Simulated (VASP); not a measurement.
Here is a VASP 6.6.1 calculation.

Contents of INCAR:

```
PREC = Accurate
ENCUT = 520
EDIFF = 1E-7
ISMEAR = 0
SIGMA = 0.1
LREAL = F
LASPH = T
NELM = 100
ALGO = Normal
ISIF = 2
LWAVE = F
LCHARG = T
GGA = PE
LELF = T
LVHAR = T
NBANDS = 16
```

The input KPOINTS:

```
regular mesh
0
Gamma
  6 6 4
```

POSCAR

```
AlN
1.0
    3.1323420653      0.0000000000      0.0000000000
   -1.5661710327      2.7126878019      0.0000000000
    0.0000000000      0.0000000000      5.0233696947
Al N
2 2
Direct
    0.6666666667      0.3333333333      0.4968937696
    0.3333333333      0.6666666667     -0.0031062304
    0.6666666667      0.3333333333      0.8781062304
    0.3333333333      0.6666666667      0.3781062304
```

Potentials or basis: VASP PAW PBE potentials, release 64 (Al, N).

Command:

```bash
$ cat potpaw_PBE.64/Al/POTCAR potpaw_PBE.64/N/POTCAR > POTCAR
$ mpirun -np 1 vasp_std > vasp.out
```

Problem. Estimate the largest force.

Solution. 0.015 eV/Å.

Problem. What does it give for the pressure?

Solution. -0.7 GPa.

Stress tensor (GPa, compression positive):
```
-0.76  0.00  0.00
 0.00 -0.76  0.00
 0.00  0.00 -0.65
```
